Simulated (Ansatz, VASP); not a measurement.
# Sn: VASP beside Ansatz

INCAR

```
PREC = Accurate
ENCUT = 520
EDIFF = 1E-7
ISMEAR = 0
SIGMA = 0.15
LREAL = False
LASPH = True
NELM = 60
ALGO = Fast
ISIF = 2
LWAVE = False
LCHARG = False
GGA = PS
NBANDS = 13
```

Contents of KPOINTS:

```
Automatic mesh
0
Gamma
  18 18 18
```

POSCAR

```
Sn
1.0
   -2.0462239647      2.0462239647      1.8946518192
    2.0462239647     -2.0462239647      1.8946518192
    2.0462239647      2.0462239647     -1.8946518192
Sn
1
Direct
    0.0000000000      0.0000000000      0.0000000000
```

Input for Ansatz:

```yaml
crystal:
  lattice:
    - [-2.0462239647, 2.0462239647, 1.8946518192]
    - [2.0462239647, -2.0462239647, 1.8946518192]
    - [2.0462239647, 2.0462239647, -1.8946518192]
  atoms:
    - { symbol: Sn, position: [0.0, 0.0, 0.0] }
basis:
  ecutwfc: 420
kpoints:
  mp_grid: { grid: [18, 18, 18] }
hamiltonian:
  xc: pbesol
scf:
  occupations: { method: gaussian, width: 0.15 }
output:
  forces: true
  stress: true
  eigenvalues: true
```

Change from the starting cell: strain +0.080 along x and y, +0.000 along z, atoms carried along.

Alike in both runs: task single point; functional PBEsol; k mesh 18 × 18 × 18; occupations gaussian, width 0.15 eV; no spin polarisation.

```csv
,VASP,Ansatz
version,VASP 6.6.1,Ansatz 0.2.0
potentials or method,"VASP PAW PBE potentials, release 64 (Sn_d), cutoff 520 eV","scalar-relativistic, plane waves, PAW"
valence electrons in the cell,14,14
```

Ansatz gave:

| Property | Result |
| --- | --- |
| gap on the k mesh at the Fermi level (eV) | none |
| pressure (GPa) | -6.8 |
| traceless stress, the component that is largest in VASP (GPa) | -0.66 |

**Question.** Which values does VASP return?

**Answer.** gap on the k mesh at the Fermi level (eV): none; pressure (GPa): -6.9; traceless stress, the component that is largest in VASP (GPa): -0.65.

VASP's potentials were made for PBE, not for PBEsol. A gap of «none» marks a metal or a gap that the smearing closes.
